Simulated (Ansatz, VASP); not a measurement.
Two plane-wave programs on PtSe2

```
Pt Se
1.0
     3.20578    0.00000    0.00000
    -1.60289    3.02125    0.00000
     0.00000    0.00000    4.82192
Pt Se
1 2
Cartesian
  0.0000 0.0000 0.0000
  0.0000 2.0142 1.2803
  1.6029 1.0071 3.5416
```

Change from the starting cell: normal strain along x -0.1500, normal strain along y -0.0750.

Alike in both runs: task single point; functional PBE; dispersion D3(BJ); k mesh 12 × 12 × 8; occupations gaussian, width 0.15 eV; no spin polarisation.

|  | VASP | Ansatz |
| --- | --- | --- |
| version | VASP 6.6.1 | Ansatz 0.2.0 |
| potentials or method | VASP PAW PBE potentials, release 64 (Pt, Se), cutoff 520 eV | scalar-relativistic, plane waves, PAW |
| valence electrons in the cell | 22 | 50 |

Ansatz gave:

```
gap on the k mesh at the Fermi level (eV)                     : none
pressure (GPa)                                                : 63.2
traceless stress, the component that is largest in VASP (GPa) : 19.28
rms of the force components (eV/Å)                            : 2.052
```

Q: Which values does VASP return?

A: gap on the k mesh at the Fermi level (eV): none; pressure (GPa): 63.8; traceless stress, the component that is largest in VASP (GPa): 19.36; rms of the force components (eV/Å): 2.074.

Atom by atom the forces differ by 0.023 eV/Å (rms over components). A gap of «none» marks a metal or a gap that the smearing closes. Both programs put the cell under a high pressure, so it lies far from rest at this level. VASP's potentials hold 22 valence electrons a cell and Ansatz's 50, so a difference there can come from the potentials and not from the codes.

Spin-orbit coupling is off throughout. Noted on VASP's run: the cell as given lies far from equilibrium.
